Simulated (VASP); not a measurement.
## Ti: electric field gradients with LDA

Crystal: Ti.

```
Ti
1.0
     0.00000    2.03000    2.00970
     2.03000    0.00000    2.00970
     2.03000    2.03000    0.00000
Ti
1
Direct
  0.00000 0.00000 0.00000
```

This cell differs from its parent crystal: zz strain of -1 %.

```
Program                : VASP 6.6.1
Task                   : electric field gradients
Functional             : LDA
Potentials or basis    : VASP PAW LDA potentials, release 64 (Ti_sv)
Cutoff                 : 400 eV
k mesh                 : 15 × 15 × 15
Occupations            : fermi-dirac, width 0.05 eV
Spin                   : no spin polarisation
Dipole correction      : no
Further INCAR settings : ALGO = Normal; EDIFF = 1e-08; NBANDS = 12
```

```
Pressure                                : -4.6 GPa
Band gap on the k mesh                  : zero (bands 6 and 7 overlap by 1.15 eV)
Largest electric field gradient by atom : Ti +0.6 V/Å²
```

Stress tensor (GPa, compression positive):
```
-4.76  0.00  0.00
 0.00 -4.76  0.00
 0.00  0.00 -4.36
```

Levels at points of the mesh, in eV from the Fermi level:
| k point | band 4 | band 5 | band 6 | band 7 | band 8 | band 9 |
| --- | --- | --- | --- | --- | --- | --- |
| (0.00, 0.00, 0.00) | -32.12 | -6.10 | 0.84 | 0.84 | 0.92 | 2.53 |

Electric field gradients, principal values (V/Å²):
```tsv
atom	least	middle	greatest (by size)
1 Ti	-0.311	-0.312	0.623
```

Run time: 59 s on 1 thread of Intel(R) Xeon(R) Platinum 8259CL CPU @ 2.50GHz (Skylake/Cascade Lake), on a shared host, peak memory 0.14 GiB.

Caveat: the cell differs from its parent crystal (zz strain of -1 %); the cell stands under tension; without QUAD_EFG the Cq values of the log hold for a quadrupole moment of 1 mb, not for the nuclei.
